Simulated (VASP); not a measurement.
# Mg3CdS4 (Pm-3m) in VASP: a series of runs

The runs below take Mg3CdS4 through single point, with PBE.

Program: VASP 6.6.1. These are calculated values, not measurements. Logs are shortened: lines on timing, memory, paths and dates and some standing lists are left out, and cuts for length are marked.

### 1 The cell of the first run

Symmetry: Pm-3m, No. 221, cubic system. The conventional cell has a = 5.313 Å, b = 5.313 Å, c = 5.313 Å, α = 90.00°, β = 90.00°, γ = 90.00°. Within 3.5 Å of Mg (site symmetry 4/mmm) lie 6 S at 2.66 Å. Cd (site symmetry m-3m) has 6 S at 2.66 Å within 3.5 Å. S (site symmetry 4/mmm) has 4 Mg at 2.66 Å and 2 Cd at 2.66 Å within 3.5 Å. Within 3.5 Å of S (site symmetry m-3m) lie 6 Mg at 2.66 Å.

### 2 Single point, PBE

The input, INCAR:

```
SYSTEM = Mg3CdS4
  PREC = Accurate
  ENCUT = 520
  EDIFF = 1E-6
  ISMEAR = 0
  SIGMA = 0.1
  LREAL = .FALSE.
  LASPH = .TRUE.
  NELM = 60
  ALGO = Normal
  ISIF = 2
  LWAVE = .FALSE.
  LCHARG = .FALSE.
  GGA = PE
  NBANDS = 31
```

The input, KPOINTS:

```
Automatic mesh
0
G
  4 4 4
  0 0 0
```

The input, POSCAR:

```
Mg3CdS4
1.0
    5.3134949000      0.0000000000      0.0000000000
    0.0000000000      5.3134949000      0.0000000000
    0.0000000000      0.0000000000      5.3134949000
Mg Cd S
3 1 4
Direct
    0.5000000000      0.0000000000      0.5000000000
    0.5000000000      0.5000000000      0.0000000000
    0.0000000000      0.5000000000      0.5000000000
    0.0000000000      0.0000000000      0.0000000000
    0.0000000000      0.5000000000      0.0000000000
    0.5000000000      0.5000000000      0.5000000000
    0.0000000000      0.0000000000      0.5000000000
    0.5000000000      0.0000000000      0.0000000000
```

Potentials or basis: VASP PAW PBE potentials, release 64 (Mg, Cd, S).

On the command line:

```bash
> cat potpaw_PBE.64/Mg/POTCAR potpaw_PBE.64/Cd/POTCAR potpaw_PBE.64/S/POTCAR > POTCAR
> mpirun -np 1 vasp_std > vasp.out
```

OUTCAR:

```text
SYSTEM = Mg3CdS4
   PREC = Accurate
   ENCUT = 520
   EDIFF = 1E-6
   ISMEAR = 0
   LREAL = .FALSE.
   LASPH = .TRUE.
   NELM = 60
   ISIF = 2
   GGA = PE

 ion  position               nearest neighbor table
   1  0.500  0.000  0.500-   6 2.66   7 2.66   8 2.66   8 2.66   6 2.66   7 2.66
   2  0.500  0.500  0.000-   5 2.66   6 2.66   8 2.66   6 2.66   8 2.66   5 2.66
   3  0.000  0.500  0.500-   5 2.66   6 2.66   7 2.66   5 2.66   7 2.66   6 2.66
   4  0.000  0.000  0.000-   5 2.66   7 2.66   8 2.66   7 2.66   5 2.66   8 2.66
   5  0.000  0.500  0.000-   2 2.66   3 2.66   4 2.66   3 2.66   4 2.66   2 2.66
   6  0.500  0.500  0.500-   1 2.66   2 2.66   3 2.66   2 2.66   1 2.66   3 2.66
   7  0.000  0.000  0.500-   1 2.66   3 2.66   4 2.66   4 2.66   3 2.66   1 2.66
   8  0.500  0.000  0.000-   1 2.66   2 2.66   4 2.66   1 2.66   2 2.66   4 2.66

  LATTYP: Found a simple cubic cell.
 ALAT       =     5.3134949000

  Lattice vectors:

 A1 = (   5.3134949000,   0.0000000000,   0.0000000000)
 A2 = (   0.0000000000,   5.3134949000,   0.0000000000)
 A3 = (   0.0000000000,   0.0000000000,   5.3134949000)

Analysis of symmetry for initial positions (statically):
=====================================================================
 Subroutine PRICEL returns:
 Original cell was already a primitive cell.

 Routine SETGRP: Setting up the symmetry group for a
 simple cubic supercell.

 Subroutine GETGRP returns: Found 48 space group operations
 (whereof 48 operations were pure point group operations)
 out of a pool of 48 trial point group operations.

The static configuration has the point symmetry O_h .

Analysis of symmetry for dynamics (positions and initial velocities):
=====================================================================
 Subroutine PRICEL returns:
 Original cell was already a primitive cell.

 Routine SETGRP: Setting up the symmetry group for a
 simple cubic supercell.

 Subroutine GETGRP returns: Found 48 space group operations
 (whereof 48 operations were pure point group operations)
 out of a pool of 48 trial point group operations.

The dynamic configuration has the point symmetry O_h .

 Subroutine INISYM returns: Found 48 space group operations
 (whereof 48 operations are pure point group operations),
 and found     1 'primitive' translations

----------------------------------------------------------------------------------------

                                     Primitive cell

  volume of cell :     150.0171

[... 92 lines left out ...]
   ISYM   =      2    0-nonsym 1-usesym 2-fastsym
   POTIM  = 0.5000    time-step for ionic-motion
   TEBEG  =    0.0;   TEEND  =   0.0 temperature during run
   PSTRESS=    0.0 pullay stress
   NELECT =      42.0000    total number of electrons
   NUPDOWN=      -1.0000    fix difference up-down
   EMIN   =  10.00;   EMAX   =-10.00  energy-range for DOS
   EFERMI =   0.00;   METHOD = LEGACY
   ISMEAR =     0;   SIGMA  =   0.10  broadening in eV -4-tet -1-fermi 0-gaus
   EFERMI_NEDOS =   21; number of points for ismear=-14 and -15
   IALGO  =     38    algorithm
   IMIX   =      4    mixing-type and parameters
     AMIX     =   0.40;   BMIX     =  1.00
     AMIX_MAG =   1.60;   BMIX_MAG =  1.00
  volume/ion in A,a.u.               =      18.75       126.55
  Fermi-wavevector in a.u.,A,eV,Ry     =   1.070971  2.023841 15.605591  1.146979
  Thomas-Fermi vector in A             =   2.206697
   LORBIT       =      0    0 simple, 1 ext, 2 COOP (PROOUT), +10 PAW based schemes
   GGA     = PE    functional components
   LHFCALC =     F    Hartree Fock is set to
   AEXX    =    0.0000 exact exchange contribution
   IVDW    =     0    specifies the selected vdW correction
   LEPSILON=     F    determine dielectric tensor
   LRPA    =     F    only Hartree local field effects (RPA)
 non-spin polarized calculation
 Gauss-broadening in eV      SIGMA  =   0.10
  energy-cutoff  :      520.00
  volume of cell :      150.02
 maximum number of plane-waves:      4076
 NGX is ok and might be reduce to    40
   NGX = 19   NGY = 19   NGZ = 19

 number of electron      42.0000015 magnetization

 Free energy of the ion-electron system (eV)
  ---------------------------------------------------
  ext. energy  EPLUGINS =         0.00000000
  ---------------------------------------------------
  free energy    TOTEN  =       -31.18307539 eV

  energy without entropy =      -31.18306962  energy(sigma->0) =      -31.18307251

 E-fermi :   4.0770     XC(G=0):  -9.7831

 val. band max:        3.8104104796   @ k =   0.5000   0.5000   0.5000
 cond. band min:       4.3175863477   @ k =   0.0000   0.0000   0.0000
 fundamental gap:      0.5071758681
 Fermi energy:         4.0769685175

 k-point     1 :       0.0000    0.0000    0.0000
  band No.  band energies     occupation
      1      -9.2702      2.00000
      2      -8.0186      2.00000
      3      -8.0186      2.00000
      4      -7.7287      2.00000
      5      -3.8745      2.00000
      6      -3.8745      2.00000
[... 329 lines left out ...]
     30       9.9581      0.00000
     31       9.9646      0.00000

------------------------ aborting loop because EDIFF is reached ----------------------------------------

  FORCE on cell =-STRESS in cart. coord.  units (eV):
  Direction    XX          YY          ZZ          XY          YZ          ZX
  --------------------------------------------------------------------------------------
  -------------------------------------------------------------------------------------
  Total       -0.0801651     -0.0801651     -0.0801651      0.0000000     -0.0000000      0.0000000
  in kB       -0.8561602     -0.8561602     -0.8561602      0.0000000     -0.0000000      0.0000000
  external PRESSURE =      -0.8561602 kB  Pullay stress =       0.0000000 kB

 VOLUME and BASIS-vectors are now :
 -----------------------------------------------------------------------------
  energy-cutoff  :      520.00
  volume of cell :      150.02
      direct lattice vectors                 reciprocal lattice vectors
     5.313494900  0.000000000  0.000000000     0.188200049  0.000000000  0.000000000
     0.000000000  5.313494900  0.000000000     0.000000000  0.188200049  0.000000000
     0.000000000  0.000000000  5.313494900     0.000000000  0.000000000  0.188200049

 POSITION                                       TOTAL-FORCE (eV/Angst)
 -----------------------------------------------------------------------------------
      2.65675      0.00000      2.65675         0.000000      0.000000      0.000000
      2.65675      2.65675      0.00000         0.000000      0.000000      0.000000
      0.00000      2.65675      2.65675         0.000000      0.000000      0.000000
      0.00000      0.00000      0.00000         0.000000      0.000000      0.000000
      0.00000      2.65675      0.00000         0.000000      0.000000      0.000000
      2.65675      2.65675      2.65675         0.000000      0.000000      0.000000
      0.00000      0.00000      2.65675         0.000000      0.000000      0.000000
      2.65675      0.00000      0.00000         0.000000      0.000000      0.000000
 -----------------------------------------------------------------------------------
    total drift:                                0.000000      0.000000      0.000000

  FREE ENERGIE OF THE ION-ELECTRON SYSTEM (eV)
  ---------------------------------------------------
  free  energy   TOTEN  =       -31.1830753874 eV

  energy  without entropy=      -31.1830696230  energy(sigma->0) =      -31.18307251
```

stdout:

```text
POSCAR found type information on POSCAR MgCdS
 POSCAR found :  3 types and       8 ions
 scaLAPACK will be used
 LDA part: xc-table for (Slater+PW92), standard interpolation
 POSCAR, INCAR and KPOINTS ok, starting setup
 FFT: planning ... GRIDC
 FFT: planning ... GRID_SOFT
 FFT: planning ... GRID
 WAVECAR not read
 entering main loop
```

Wall time 19 s (1 thread of Intel Xeon 6975P-C (Granite Rapids), shared host); peak memory 0.25 GiB.

What came out:

| Quantity | Value |
| --- | --- |
| Free energy | -31.1831 eV |
| Pressure | -0.1 GPa |
| Band gap on the k mesh | 0.51 eV (least direct gap 1.20 eV) |

### 3 Single point, PBE

The input, INCAR:

```
PREC = Accurate
ENCUT = 520
EDIFF = 1E-6
ISMEAR = 0
SIGMA = 0.1
LREAL = False
LASPH = True
NELM = 60
ALGO = Normal
ISIF = 2
LWAVE = False
LCHARG = False
GGA = PE
NBANDS = 31
```

The input, KPOINTS:

```
regular mesh
0
Gamma
  4 4 4
```

POSCAR is that of step 2.

Potentials or basis: VASP PAW PBE potentials, release 64 (Mg, Cd, S).

On the command line:

```bash
> cat potpaw_PBE.64/Mg/POTCAR potpaw_PBE.64/Cd/POTCAR potpaw_PBE.64/S/POTCAR > POTCAR
> mpirun -np 1 vasp_std > vasp.out
```

It took 19 s on 1 thread of Intel Xeon 6975P-C (Granite Rapids), shared host; peak memory 0.25 GiB.

Results (log left out):

```yaml
Free_energy: -31.1831 eV
Pressure: -0.1 GPa
Band_gap_on_the_k_mesh: 0.51 eV (least direct gap 1.20 eV)
```

Levels at points of the mesh, in eV from the valence-band top:
```csv
k point,band 19,band 20,band 21,band 22,band 23,band 24
"(0.00, 0.00, 0.00)",-0.70,-0.70,-0.70,0.51,2.00,2.00
"(0.50, 0.00, 0.00)",-1.63,-1.46,-1.46,3.58,4.07,4.25
"(0.50, 0.50, 0.00)",-1.22,-1.22,-0.04,4.69,4.82,4.82
"(0.50, 0.50, 0.50)",-1.08,0.00,0.00,3.70,3.70,3.70
```

A k mesh can miss the band edges.
